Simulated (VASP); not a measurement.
Write the native input for VASP 6.6.1 that does the following.

| Quantity | Value |
| --- | --- |
| Task | single point |
| Functional | PBEsol |
| Dispersion | D3(BJ) |
| Potentials or basis | VASP PAW PBE potentials, release 64 (Bi_d) |
| Cutoff | 520 eV |
| k mesh | 18 × 18 × 18 |
| Occupations | gaussian, width 0.15 eV |
| Spin | no spin polarisation |
| Dipole correction | no |
| Further INCAR settings | ALGO = Fast; EDIFF = 1e-06; NBANDS = 14 |

The structure of Bi lies in POSCAR:

```
Bi
1.0
   -1.8978738914      1.8978738914      1.8978738914
    1.8978738914     -1.8978738914      1.8978738914
    1.8978738914      1.8978738914     -1.8978738914
Bi
1
Direct
    0.0000000000      0.0000000000      0.0000000000
```

This isn't the form of Bi at room conditions, which is rhombohedral.

These files were run (other wordings do the same):

INCAR

```
  ALGO = Fast
  EDIFF = 1E-6
  ENCUT = 520
  GGA = PS
  ISIF = 2
  ISMEAR = 0
  IVDW = 12
  LASPH = T
  LCHARG = T
  LELF = T
  LREAL = F
  LVHAR = T
  LWAVE = F
  NBANDS = 14
  NELM = 100
  PREC = Accurate
  SIGMA = 0.15
```

KPOINTS

```
k-points
0
Gamma
  18 18 18
```

Potentials or basis: VASP PAW PBE potentials, release 64 (Bi_d).

Command:

```bash
$ cat potpaw_PBE.64/Bi_d/POTCAR > POTCAR
$ mpirun -np 1 vasp_std > vasp.out
```

Results of the run:

* Pressure: 3.2 GPa
* Band gap on the k mesh: zero (an odd number of electrons rules out a gap without spin polarisation)
* Dispersion energy per atom: -0.600 eV

Caveat: the cell stands under pressure; the PAW data sets were made with another functional, which shifts forces and pressure a little; spin-orbit coupling is left out, which moves the levels of the heavy elements.

It took 35 s on 1 thread of AMD EPYC 9R45 96-Core Processor (Zen 5) (shared host), peak memory 0.16 GiB.
